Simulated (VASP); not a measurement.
## Fe: single point with PBEsol

The system is Fe.

```xyz
2
Lattice="2.4342 0.0000 0.0000 -1.2171 2.1080 0.0000 0.0000 0.0000 3.8419" Properties=species:S:1:pos:R:3 pbc="T T T"
Fe    1.2171    0.7027    2.8815
Fe    0.0000    1.4054    0.9605
```

| Item | Value |
| --- | --- |
| Program | VASP 6.6.1 |
| Task | single point |
| Functional | PBEsol |
| Potentials or basis | VASP PAW PBE potentials, release 64 (Fe) |
| Cutoff | 520 eV |
| k mesh | 10 × 10 × 6 |
| Occupations | fermi-dirac, width 0.05 eV |
| Spin | collinear spin, ferromagnetic start |
| Starting moments | [6.0, 6.0] μB |
| Fixed moment | 12 μB |
| Dipole correction | no |
| Further INCAR settings | ALGO = Normal; EDIFF = 1e-06; NBANDS = 19 |

```json
{
 "Pressure": "350.7 GPa",
 "Net moment": "12.00 μB per cell",
 "Site moments": "Fe +5.78 μB",
 "Valence electrons inside the program's atomic spheres": "Fe 7.62"
}
```

Stress tensor (GPa, compression positive):
```
344.50   0.00   0.00
  0.00 344.50   0.00
  0.00   0.00 362.99
```

Wall time 17 s on 1 thread of Intel(R) Xeon(R) 6975P-C (Granite Rapids), with other jobs on the host, peak memory 0.15 GiB.

Caveat: the PAW data sets were made with another functional, which shifts forces and pressure a little; the total moment is fixed, so each spin has its own Fermi level.
